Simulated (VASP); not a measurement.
# Mg5Ge (F-43m) in VASP: notebook

The runs below take Mg5Ge through single point, with LDA.

Program: VASP 6.6.1. These are calculated values, not measurements. Logs are shortened: lines on timing, memory, paths and dates and some standing lists are left out, and cuts for length are marked.

### 1 The cell of the first run

It takes space group F-43m (No. 216, cubic). The conventional cell has a = 8.194 Å, b = 8.194 Å, c = 8.194 Å, α = 90.00°, β = 90.00°, γ = 90.00°. Within 4.5 Å of Mg (site symmetry -43m) lie 12 Mg at 3.40 Å and 4 Ge at 3.55 Å. Within 3.8 Å of Mg (site symmetry 3m) lie 9 Mg at 2.89 to 3.40 Å and 3 Ge at 3.40 Å. Ge (site symmetry -43m) has 16 Mg at 3.40 to 3.55 Å within 4.5 Å.

### 2 Single point, LDA

The input, INCAR:

```
SYSTEM = Mg5Ge
  PREC = Accurate
  ENCUT = 520
  EDIFF = 1E-6
  ISMEAR = -1
  SIGMA = 0.05
  LREAL = .FALSE.
  LASPH = .TRUE.
  NELM = 80
  ALGO = Normal
  ISIF = 2
  LWAVE = .FALSE.
  LCHARG = .FALSE.
  NBANDS = 21
```

The input, KPOINTS:

```
Automatic mesh
0
G
  5 5 5
  0 0 0
```

The input, POSCAR:

```
Mg5Ge
1.0
    0.0000000000      4.0967600000      4.0967600000
    4.0967600000      0.0000000000      4.0967600000
    4.0967600000      4.0967600000      0.0000000000
Mg Ge
5 1
Direct
    0.7500000000      0.7500000000      0.7500000000
    0.3748300000      0.8755000000      0.3748300000
    0.3748300000      0.3748300000      0.8755000000
    0.8755000000      0.3748300000      0.3748300000
    0.3748300000      0.3748300000      0.3748300000
    0.0000000000      0.0000000000      0.0000000000
```

Potentials or basis: VASP PAW LDA potentials, release 64 (Mg, Ge_d).

Run with:

```
$ cat potpaw_LDA.64/Mg/POTCAR potpaw_LDA.64/Ge_d/POTCAR > POTCAR
$ mpirun -np 1 vasp_std > vasp.out
```

OUTCAR:

```text
SYSTEM = Mg5Ge
   PREC = Accurate
   ENCUT = 520
   EDIFF = 1E-6
   ISMEAR = -1
   LREAL = .FALSE.
   LASPH = .TRUE.
   NELM = 80
   ISIF = 2

 ion  position               nearest neighbor table
   1  0.750  0.750  0.750-   2 3.40   4 3.40   3 3.40   4 3.40   2 3.40   3 3.40   5 3.40   5 3.40
                             5 3.40   2 3.40   3 3.40   4 3.40
   2  0.375  0.876  0.375-   3 2.89   4 2.89   5 2.89   4 2.90   3 2.90   5 2.90   1 3.40   1 3.40
                             1 3.40
   3  0.375  0.375  0.876-   2 2.89   4 2.89   5 2.89   2 2.90   4 2.90   5 2.90   1 3.40   1 3.40
                             1 3.40
   4  0.876  0.375  0.375-   2 2.89   3 2.89   5 2.89   2 2.90   3 2.90   5 2.90   1 3.40   1 3.40
                             1 3.40
   5  0.375  0.375  0.375-   2 2.89   3 2.89   4 2.89   4 2.90   2 2.90   3 2.90   1 3.40   1 3.40
                             1 3.40
   6  0.000  0.000  0.000-

  LATTYP: Found a face centered cubic cell.
 ALAT       =     8.1935200000

  Lattice vectors:

 A1 = (   0.0000000000,   4.0967600000,   4.0967600000)
 A2 = (   4.0967600000,   0.0000000000,   4.0967600000)
 A3 = (   4.0967600000,   4.0967600000,   0.0000000000)

Analysis of symmetry for initial positions (statically):
=====================================================================
 Subroutine PRICEL returns:
 Original cell was already a primitive cell.

 Routine SETGRP: Setting up the symmetry group for a
 face centered cubic supercell.

 Subroutine GETGRP returns: Found  6 space group operations
 (whereof  6 operations were pure point group operations)
 out of a pool of 48 trial point group operations.

The static configuration has the point symmetry C_3v.

Analysis of symmetry for dynamics (positions and initial velocities):
=====================================================================
 Subroutine PRICEL returns:
 Original cell was already a primitive cell.

 Routine SETGRP: Setting up the symmetry group for a
 face centered cubic supercell.

 Subroutine GETGRP returns: Found  6 space group operations
 (whereof  6 operations were pure point group operations)
 out of a pool of 48 trial point group operations.

The dynamic configuration has the point symmetry C_3v.

 Subroutine INISYM returns: Found  6 space group operations
 (whereof  6 operations are pure point group operations),
 and found     1 'primitive' translations

----------------------------------------------------------------------------------------

                                     Primitive cell

  volume of cell :     137.5155

  direct lattice vectors                    reciprocal lattice vectors
     0.000000000  4.096760000  4.096760000    -0.122047667  0.122047667  0.122047667
     4.096760000  0.000000000  4.096760000     0.122047667 -0.122047667  0.122047667
     4.096760000  4.096760000  0.000000000     0.122047667  0.122047667 -0.122047667

  length of vectors
     5.793693554  5.793693554  5.793693554     0.211392760  0.211392760  0.211392760

  position of ions in fractional coordinates (direct lattice)
     0.750000000  0.750000000  0.750000000
     0.374830000  0.875500000  0.374830000
     0.374830000  0.374830000  0.875500000
     0.875500000  0.374830000  0.374830000
     0.374830000  0.374830000  0.374830000
     0.000000000  0.000000000  0.000000000

  ion indices of the primitive-cell ions
   primitive index   ion index
                 1           1
                 2           2
                 3           3
                 4           4
                 5           5
                 6           6

----------------------------------------------------------------------------------------

 KPOINTS: Automatic mesh

Automatic generation of k-mesh.
 Grid dimensions read from file:
 generate k-points for:    5    5    5

 Generating k-lattice:

  Cartesian coordinates                     Fractional coordinates (reciprocal lattice)
    -0.024409533  0.024409533  0.024409533     0.200000000  0.000000000  0.000000000
     0.024409533 -0.024409533  0.024409533     0.000000000  0.200000000  0.000000000
     0.024409533  0.024409533 -0.024409533     0.000000000  0.000000000  0.200000000

  Length of vectors
     0.042278552  0.042278552  0.042278552

  Shift w.r.t. Gamma in fractional coordinates (k-lattice)
     0.000000000  0.000000000  0.000000000

 Subroutine IBZKPT returns following result:
 ===========================================

 Found     19 irreducible k-points:

 Following reciprocal coordinates:
            Coordinates               Weight
  0.000000  0.000000  0.000000      1.000000
  0.200000  0.000000  0.000000      6.000000
  0.200000  0.200000  0.200000      2.000000
  0.400000  0.000000  0.000000      6.000000
  0.400000  0.400000  0.400000      2.000000
  0.200000  0.200000  0.000000      6.000000
[... 11 lines left out ...]
 -0.400000  0.400000  0.200000     12.000000
  0.400000  0.200000 -0.200000     12.000000
   k-points           NKPTS =     19   k-points in BZ     NKDIM =     19   number of bands    NBANDS=     21
   number of dos      NEDOS =    301   number of ions     NIONS =      6
   total plane-waves  NPLWV = 110592
   dimension x,y,z NGX =    48 NGY =   48 NGZ =   48
   dimension x,y,z NGXF=    96 NGYF=   96 NGZF=   96
   ions per type =               5   1
   NGX,Y,Z   is equivalent  to a cutoff of  13.77, 13.77, 13.77 a.u.
   NGXF,Y,Z  is equivalent  to a cutoff of  27.55, 27.55, 27.55 a.u.
 SYSTEM =  Mg5Ge
   PREC   = accura    normal or accurate (medium, high low for compatibility)
   ISTART =      0    job   : 0-new  1-cont  2-samecut
   ICHARG =      2    charge: 1-file 2-atom 10-const
   ISPIN  =      1    spin polarized calculation?
   LNONCOLLINEAR =      F non collinear calculations
   LSORBIT =      F    spin-orbit coupling
   LASPH  =      T    aspherical Exc in radial PAW
   ENCUT  =  520.0 eV  38.22 Ry    6.18 a.u.  10.77 10.77 10.77*2*pi/ulx,y,z
   NELM   =     80;   NELMIN=  2; NELMDL= -5     # of ELM steps
   EDIFF  = 0.1E-05   stopping-criterion for ELM
   LREAL  =      F    real-space projection
   EDIFFG = 0.1E-04   stopping-criterion for IOM
   NSW    =      0    number of steps for IOM
   IBRION =     -1    ionic relax: 0-MD 1-quasi-New 2-CG
   NFREE  =      0    steps in history (QN), initial steepest desc. (CG)
   ISIF   =      2    stress and relaxation
   ISYM   =      2    0-nonsym 1-usesym 2-fastsym
   POTIM  = 0.5000    time-step for ionic-motion
   TEBEG  =    0.0;   TEEND  =   0.0 temperature during run
   PSTRESS=    0.0 pullay stress
   NELECT =      24.0000    total number of electrons
   NUPDOWN=      -1.0000    fix difference up-down
   EMIN   =  10.00;   EMAX   =-10.00  energy-range for DOS
   EFERMI =   0.00;   METHOD = LEGACY
   ISMEAR =    -1;   SIGMA  =   0.05  broadening in eV -4-tet -1-fermi 0-gaus
   EFERMI_NEDOS =   21; number of points for ismear=-14 and -15
   IALGO  =     38    algorithm
   IMIX   =      4    mixing-type and parameters
     AMIX     =   0.40;   BMIX     =  1.00
     AMIX_MAG =   1.60;   BMIX_MAG =  1.00
  volume/ion in A,a.u.               =      22.92       154.67
  Fermi-wavevector in a.u.,A,eV,Ry     =   0.914874  1.728862 11.388006  0.836995
  Thomas-Fermi vector in A             =   2.039551
   LORBIT       =      0    0 simple, 1 ext, 2 COOP (PROOUT), +10 PAW based schemes
   GGA     = CA    functional components
   LHFCALC =     F    Hartree Fock is set to
   AEXX    =    0.0000 exact exchange contribution
   IVDW    =     0    specifies the selected vdW correction
   LEPSILON=     F    determine dielectric tensor
   LRPA    =     F    only Hartree local field effects (RPA)
 non-spin polarized calculation
  energy-cutoff  :      520.00
  volume of cell :      137.52
 maximum number of plane-waves:      3727
 NGX is ok and might be reduce to    48
   NGX = 21   NGY = 21   NGZ = 21

 number of electron      24.0000008 magnetization

 Free energy of the ion-electron system (eV)
  ---------------------------------------------------
  ext. energy  EPLUGINS =         0.00000000
  ---------------------------------------------------
  free energy    TOTEN  =       -13.61723125 eV

  energy without entropy =      -13.59268734  energy(sigma->0) =      -13.60495930

 E-fermi :   2.7675     XC(G=0):  -8.9869

 val. band max:        2.7243981906   @ k =   0.2000   0.0000   0.0000
 cond. band min:       2.7827130522   @ k =   0.2000   0.2000  -0.4000
 fundamental gap:      0.0583148616
 Fermi energy:         2.7674856071

 k-point     1 :       0.0000    0.0000    0.0000
  band No.  band energies     occupation
      1     -21.7861      2.00000
      2     -21.7861      2.00000
      3     -21.7855      2.00000
      4     -21.7855      2.00000
      5     -21.7855      2.00000
      6      -5.9347      2.00000
[... 13 lines left out ...]
     20       4.5142      0.00000
     21      10.3558      0.00000

 k-point     2 :       0.2000    0.0000    0.0000
  band No.  band energies     occupation
      1     -21.7861      2.00000
      2     -21.7861      2.00000
      3     -21.7854      2.00000
      4     -21.7854      2.00000
      5     -21.7854      2.00000
      6      -5.7739      2.00000
[... 13 lines left out ...]
     20       6.1354      0.00000
     21       8.3880      0.00000

 k-point     3 :       0.2000    0.2000    0.2000
  band No.  band energies     occupation
      1     -21.7861      2.00000
      2     -21.7861      2.00000
      3     -21.7854      2.00000
      4     -21.7854      2.00000
      5     -21.7854      2.00000
      6      -5.7739      2.00000
[... 13 lines left out ...]
     20       6.1354      0.00000
     21       8.3880      0.00000
[... 337 lines left out ...]
 k-point    18 :      -0.4000    0.4000    0.2000
  band No.  band energies     occupation
      1     -21.7861      2.00000
      2     -21.7861      2.00000
      3     -21.7854      2.00000
      4     -21.7854      2.00000
      5     -21.7854      2.00000
      6      -5.2496      2.00000
[... 13 lines left out ...]
     20       7.6651      0.00000
     21       8.4043      0.00000

 k-point    19 :       0.4000    0.2000   -0.2000
  band No.  band energies     occupation
      1     -21.7861      2.00000
      2     -21.7861      2.00000
      3     -21.7854      2.00000
      4     -21.7854      2.00000
      5     -21.7854      2.00000
      6      -5.2496      2.00000
[... 13 lines left out ...]
     20       7.6651      0.00000
     21       8.4044      0.00000

------------------------ aborting loop because EDIFF is reached ----------------------------------------

  FORCE on cell =-STRESS in cart. coord.  units (eV):
  Direction    XX          YY          ZZ          XY          YZ          ZX
  --------------------------------------------------------------------------------------
  -------------------------------------------------------------------------------------
  Total       -2.3509613     -2.3509613     -2.3509613     -0.0000280     -0.0000280     -0.0000280
  in kB      -27.3907865    -27.3907865    -27.3907865     -0.0003261     -0.0003261     -0.0003261
  external PRESSURE =     -27.3907865 kB  Pullay stress =       0.0000000 kB

 VOLUME and BASIS-vectors are now :
 -----------------------------------------------------------------------------
  energy-cutoff  :      520.00
  volume of cell :      137.52
      direct lattice vectors                 reciprocal lattice vectors
     0.000000000  4.096760000  4.096760000    -0.122047667  0.122047667  0.122047667
     4.096760000  0.000000000  4.096760000     0.122047667 -0.122047667  0.122047667
     4.096760000  4.096760000  0.000000000     0.122047667  0.122047667 -0.122047667

 POSITION                                       TOTAL-FORCE (eV/Angst)
 -----------------------------------------------------------------------------------
      6.14514      6.14514      6.14514        -0.000020     -0.000020     -0.000020
      5.12230      3.07118      5.12230         0.006330     -0.006322      0.006330
      5.12230      5.12230      3.07118         0.006330      0.006330     -0.006322
      3.07118      5.12230      5.12230        -0.006322      0.006330      0.006330
      3.07118      3.07118      3.07118        -0.006315     -0.006315     -0.006315
      0.00000      0.00000      0.00000        -0.000003     -0.000003     -0.000003
 -----------------------------------------------------------------------------------
    total drift:                                0.000001      0.000001      0.000001

  FREE ENERGIE OF THE ION-ELECTRON SYSTEM (eV)
  ---------------------------------------------------
  free  energy   TOTEN  =       -13.6172312515 eV

  energy  without entropy=      -13.5926873410  energy(sigma->0) =      -13.60495930
```

Run time: 33 s. Hardware: 1 thread of Intel Xeon 6975P-C (Granite Rapids), shared host; peak memory 0.27 GiB.

Results:

* Free energy: -13.6172 eV
* Pressure: -2.7 GPa
* Largest force: 0.011 eV/Å
* Band gap on the k mesh: zero (band 12 reaches 3.77 eV, above the bottom of band 13 at 2.08 eV)

Forces on the atoms (eV/Å):
```
Mg   0.000  0.000  0.000
Mg   0.006 -0.006  0.006
Mg   0.006  0.006 -0.006
Mg  -0.006  0.006  0.006
Mg  -0.006 -0.006 -0.006
Ge   0.000  0.000  0.000
```

Levels at points of the mesh, in eV from the Fermi level:
```
           k point  band 8  band 9  band 10  band 11  band 12  band 13  band 14  band 15  band 16  band 17
(0.00, 0.00, 0.00)   -1.49   -1.49    -1.49    -1.21    -0.19    -0.19    -0.19     0.84     1.37     1.37
```

### 3 Single point, LDA

This run uses another cell than the first one, of 23.38 Å³/atom, 1.020 times its volume.

The input, INCAR:

```
SYSTEM = Mg5Ge
  ALGO = Normal
  EDIFF = 1E-7
  ENCUT = 520
  ISIF = 2
  ISMEAR = -1
  LASPH = .True.
  LCHARG = .False.
  LREAL = .False.
  LWAVE = .False.
  NBANDS = 21
  NELM = 60
  PREC = Accurate
  SIGMA = 0.05
```

The input, KPOINTS:

```
k-points
0
Gamma
  5 5 5
  0 0 0
```

POSCAR, as its differences from that of step 2:

```diff
@@ -2,5 +2,5 @@
 1.0
-    0.0000000000      4.0967600000      4.0967600000
-    4.0967600000      0.0000000000      4.0967600000
-    4.0967600000      4.0967600000      0.0000000000
+    0.0000000000      4.1238916516      4.1238916516
+    4.1238916516      0.0000000000      4.1238916516
+    4.1238916516      4.1238916516      0.0000000000
 Mg Ge
```

Potentials or basis: VASP PAW LDA potentials, release 64 (Mg, Ge_d).

Run with:

```
$ cat potpaw_LDA.64/Mg/POTCAR potpaw_LDA.64/Ge_d/POTCAR > POTCAR
$ mpirun -np 1 vasp_std > vasp.out
```

It took 34 s on 1 thread of Intel Xeon 6975P-C (Granite Rapids), shared host; peak memory 0.27 GiB.

The run converged. Its results:

* Free energy: -13.5644 eV
* Pressure: -3.4 GPa
* Largest force: 0.011 eV/Å
* Band gap on the k mesh: zero (band 12 reaches 3.62 eV, above the bottom of band 13 at 1.97 eV)

Forces in eV/Å, atoms in the order of the input:
```
Mg   0.000  0.000  0.000
Mg   0.006 -0.006  0.006
Mg   0.006  0.006 -0.006
Mg  -0.006  0.006  0.006
Mg  -0.006 -0.006 -0.006
Ge   0.000  0.000  0.000
```

Levels at points of the mesh, in eV from the Fermi level:
```tsv
k point	band 10	band 11	band 12	band 13	band 14	band 15
(0.00, 0.00, 0.00)	-1.46	-1.21	-0.19	-0.19	-0.19	0.79
```

### 4 Single point, LDA

This run uses another cell than the first one, of 23.84 Å³/atom, 1.040 times its volume.

INCAR, as its differences from that of step 3:

```diff
@@ -4,2 +4,3 @@
   ENCUT = 520
+  GGA = CA
   ISIF = 2
@@ -11,3 +12,3 @@
   NBANDS = 21
-  NELM = 60
+  NELM = 80
   PREC = Accurate
```

KPOINTS is that of step 3.

POSCAR, as its differences from that of step 3:

```diff
@@ -2,5 +2,5 @@
 1.0
-    0.0000000000      4.1238916516      4.1238916516
-    4.1238916516      0.0000000000      4.1238916516
-    4.1238916516      4.1238916516      0.0000000000
+    0.0000000000      4.1506709192      4.1506709192
+    4.1506709192      0.0000000000      4.1506709192
+    4.1506709192      4.1506709192      0.0000000000
 Mg Ge
```

Potentials or basis: VASP PAW LDA potentials, release 64 (Mg, Ge_d).

Run with:

```
$ cat potpaw_LDA.64/Mg/POTCAR potpaw_LDA.64/Ge_d/POTCAR > POTCAR
$ mpirun -np 1 vasp_std > vasp.out
```

OUTCAR:

```text
SYSTEM = Mg5Ge
   EDIFF = 1E-7
   ENCUT = 520
   GGA = CA
   ISIF = 2
   ISMEAR = -1
   LASPH = .True.
   LREAL = .False.
   NELM = 80
   PREC = Accurate

 ion  position               nearest neighbor table
   1  0.750  0.750  0.750-   2 3.44   3 3.44   3 3.44   4 3.44   2 3.44   4 3.44   5 3.44   5 3.44
                             5 3.44   2 3.44   3 3.44   4 3.44
   2  0.375  0.876  0.375-   3 2.93   4 2.93   5 2.93   4 2.94   3 2.94   5 2.94   1 3.44   1 3.44
                             1 3.44
   3  0.375  0.375  0.876-   2 2.93   4 2.93   5 2.93   2 2.94   4 2.94   5 2.94   1 3.44   1 3.44
                             1 3.44
   4  0.876  0.375  0.375-   2 2.93   3 2.93   5 2.93   2 2.94   3 2.94   5 2.94   1 3.44   1 3.44
                             1 3.44
   5  0.375  0.375  0.375-   2 2.93   3 2.93   4 2.93   4 2.94   2 2.94   3 2.94   1 3.44   1 3.44
                             1 3.44
   6  0.000  0.000  0.000-

  LATTYP: Found a face centered cubic cell.
 ALAT       =     8.3013418384

  Lattice vectors:

 A1 = (   0.0000000000,   4.1506709192,   4.1506709192)
 A2 = (   4.1506709192,   0.0000000000,   4.1506709192)
 A3 = (   4.1506709192,   4.1506709192,   0.0000000000)
[... 180 lines left out ...]
 cond. band min:       2.5718347400   @ k =   0.2000   0.2000  -0.4000
 fundamental gap:      0.0503182516
 Fermi energy:         2.5570496665

 k-point     1 :       0.0000    0.0000    0.0000
  band No.  band energies     occupation
      1     -22.0318      2.00000
      2     -22.0318      2.00000
      3     -22.0312      2.00000
      4     -22.0312      2.00000
      5     -22.0312      2.00000
      6      -6.0172      2.00000
[... 445 lines left out ...]
     20       7.3291      0.00000
     21       8.0466      0.00000

------------------------ aborting loop because EDIFF is reached ----------------------------------------

  FORCE on cell =-STRESS in cart. coord.  units (eV):
  Direction    XX          YY          ZZ          XY          YZ          ZX
  --------------------------------------------------------------------------------------
  -------------------------------------------------------------------------------------
  Total       -3.5029471     -3.5029471     -3.5029471     -0.0000189     -0.0000189     -0.0000189
  in kB      -39.2427339    -39.2427339    -39.2427339     -0.0002117     -0.0002117     -0.0002117
  external PRESSURE =     -39.2427339 kB  Pullay stress =       0.0000000 kB

 VOLUME and BASIS-vectors are now :
 -----------------------------------------------------------------------------
  energy-cutoff  :      520.00
  volume of cell :      143.02
      direct lattice vectors                 reciprocal lattice vectors
     0.000000000  4.150670919  4.150670919    -0.120462453  0.120462453  0.120462453
     4.150670919  0.000000000  4.150670919     0.120462453 -0.120462453  0.120462453
     4.150670919  4.150670919  0.000000000     0.120462453  0.120462453 -0.120462453

 POSITION                                       TOTAL-FORCE (eV/Angst)
 -----------------------------------------------------------------------------------
      6.22601      6.22601      6.22601        -0.000017     -0.000017     -0.000017
      5.18971      3.11159      5.18971         0.006287     -0.006284      0.006287
      5.18971      5.18971      3.11159         0.006287      0.006287     -0.006284
      3.11159      5.18971      5.18971        -0.006284      0.006287      0.006287
      3.11159      3.11159      3.11159        -0.006274     -0.006274     -0.006274
      0.00000      0.00000      0.00000         0.000000      0.000000      0.000000
 -----------------------------------------------------------------------------------
    total drift:                                0.000000      0.000000      0.000000

  FREE ENERGIE OF THE ION-ELECTRON SYSTEM (eV)
  ---------------------------------------------------
  free  energy   TOTEN  =       -13.5018235793 eV

  energy  without entropy=      -13.4776207963  energy(sigma->0) =      -13.48972219
```

It took 38 s on 1 thread of Intel Xeon 6975P-C (Granite Rapids), shared host; peak memory 0.27 GiB.

What came out:

| Item | Value |
| --- | --- |
| Free energy | -13.5018 eV |
| Pressure | -3.9 GPa |
| Largest force | 0.011 eV/Å |
| Band gap on the k mesh | zero (band 12 reaches 3.47 eV, above the bottom of band 13 at 1.88 eV) |

Forces on the atoms (eV/Å):
```
Mg   0.000  0.000  0.000
Mg   0.006 -0.006  0.006
Mg   0.006  0.006 -0.006
Mg  -0.006  0.006  0.006
Mg  -0.006 -0.006 -0.006
Ge   0.000  0.000  0.000
```

(Continued in part 2 of 2.)
